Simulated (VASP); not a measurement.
A run of VASP 6.6.1:

The input INCAR:

```
PREC     = Accurate       # precision mode
ENCUT    = 600            # plane-wave cutoff, eV
EDIFF    = 1E-6           # SCF threshold, eV
ISMEAR   = 0              # smearing method
SIGMA    = 0.1            # smearing width, eV
LREAL    = F              # projectors in reciprocal space
LASPH    = T              # aspherical terms in the spheres
NELM     = 150            # most SCF steps
ALGO     = Normal         # electronic algorithm
ISIF     = 3              # what is computed and relaxed
LWAVE    = F              # write WAVECAR
LCHARG   = F              # write CHGCAR
ISPIN    = 2              # spin polarisation
MAGMOM   = 0 0.37 0.37 0  # initial moments
LORBIT   = 11             # projections on sites
GGA      = PE             # functional
IBRION   = 2              # ionic algorithm
NSW      = 90             # ionic steps
EDIFFG   = -0.04          # ionic threshold
```

The input KPOINTS:

```
regular mesh
0
Gamma
  4 4 4
```

Contents of POSCAR:

```
BaO3
1.0
    2.8572455849     -3.0545188152      0.0000000000
    2.8572455849      3.0545188152      0.0000000000
    0.0000000000      0.0000000000      4.3799306118
Ba O
1 3
Direct
    0.0000000000      0.0000000000      0.5000000000
    0.5000000000      0.5000000000      0.3462646185
    0.5000000000      0.5000000000      0.6537353815
    0.0000000000      0.0000000000      0.0000000000
```

Potentials or basis: VASP PAW PBE potentials, release 64 (Ba_sv, O).

Launch:

```sh
$ cat potpaw_PBE.64/Ba_sv/POTCAR potpaw_PBE.64/O/POTCAR > POTCAR
$ mpirun -np 1 vasp_std > vasp.out
```

Hardware: 1 thread of Intel(R) Xeon(R) Platinum 8488C (Sapphire Rapids), on a shared host.

**Question.** Estimate the wall time of this run.

**Answer.** It took 12 min on 1 thread of Intel(R) Xeon(R) Platinum 8488C (Sapphire Rapids), with other jobs on the host, peak memory 0.28 GiB. Counts: scf iterations 199, k points 21, ion steps 16.
